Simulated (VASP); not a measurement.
# NbPdSe3: single point with PBE

The system is NbPdSe3.

```
Nb Pd Se
1.0
     4.82464    0.00000    0.00000
     0.00000    4.82464    0.00000
     0.00000    0.00000    4.82464
Nb Pd Se
1 1 3
Direct
  0.00000 0.00000 0.00000
  0.50000 0.50000 0.50000
  0.00000 0.50000 0.50000
  0.50000 0.00000 0.50000
  0.50000 0.50000 0.00000
```

The cell was generated, and may not be a known phase.

```
Program             : VASP 6.6.1
Task                : single point
Functional          : PBE
Potentials or basis : VASP PAW PBE potentials, release 64 (Nb_sv, Pd, Se)
Cutoff              : 520 eV
k mesh              : 4 × 4 × 4
Occupations         : gaussian, width 0.1 eV
Spin                : no spin polarisation
```

```json
{
  "Pressure": "0.0 GPa",
  "Band gap on the k mesh": "zero (an odd number of electrons rules out a gap without spin polarisation)"
}
```

Levels at points of the mesh, in eV from the Fermi level:
| k point | band 17 | band 18 | band 19 | band 20 | band 21 | band 22 | band 23 | band 24 |
| --- | --- | --- | --- | --- | --- | --- | --- | --- |
| (0.00, 0.00, 0.00) | -1.54 | -1.54 | -0.66 | -0.66 | -0.66 | -0.41 | -0.41 | -0.19 |
| (0.50, 0.00, 0.00) | -1.38 | -1.38 | -1.00 | -1.00 | -0.26 | -0.22 | 0.04 | 1.19 |
| (0.50, 0.50, 0.00) | -1.67 | -1.59 | -1.59 | -0.66 | 0.10 | 0.12 | 1.24 | 1.45 |
| (0.50, 0.50, 0.50) | -0.01 | -0.01 | -0.01 | 0.08 | 0.17 | 0.17 | 0.18 | 0.18 |

Run time: 55 s on 1 thread of Intel Xeon 8259CL (shared host), peak memory 0.22 GiB.
